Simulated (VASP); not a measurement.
I: single point with PBE0

The system is I.

```
I
1.0
     0.00000    2.36560    3.90984
     2.19225    0.00000    3.90984
     2.19225    2.36560    0.00000
I
1
Direct
  0.00000 0.00000 0.00000
```

```yaml
Program: VASP 6.6.1
Task: single point
Functional: PBE0
Potentials_or_basis: VASP PAW PBE potentials, release 64 (I)
Cutoff: 520 eV
k_mesh: 6 × 6 × 6
Occupations: fermi-dirac, width 0.05 eV
Spin: no spin polarisation
```

The pressure is -0.9 GPa and the band gap on the k mesh is zero (an odd number of electrons rules out a gap without spin polarisation).

Stress tensor (GPa, compression positive):
```
-1.25  0.00  0.00
 0.00 -1.80  0.00
 0.00  0.00  0.43
```

Levels at points of the mesh, in eV from the Fermi level:
```
           k point  band 2  band 3  band 4  band 5  band 6  band 7
(0.00, 0.00, 0.00)   -2.63    1.47    1.86    5.69    8.79    9.50
(0.50, 0.00, 0.00)   -6.07   -2.40    2.72    5.94   10.53   12.11
(0.50, 0.50, 0.00)   -4.96    1.21    1.63    8.22    8.52   12.15
(0.50, 0.00, 0.50)   -5.10   -4.10   -1.04    5.12    7.86   11.04
(0.00, 0.50, 0.50)   -4.76   -4.44   -1.35    5.05    6.97   11.83
```

It took 66 min on 1 thread of Intel(R) Xeon(R) Platinum 8259CL CPU @ 2.50GHz (Skylake/Cascade Lake) (shared host), peak memory 0.19 GiB.

Caveat: the PAW data sets were made with another functional, which shifts forces and pressure a little; spin-orbit coupling is left out, which moves the levels of the heavy elements; an odd number of electrons without spin polarisation forces a metal; a magnetic or distorted state may lie lower.
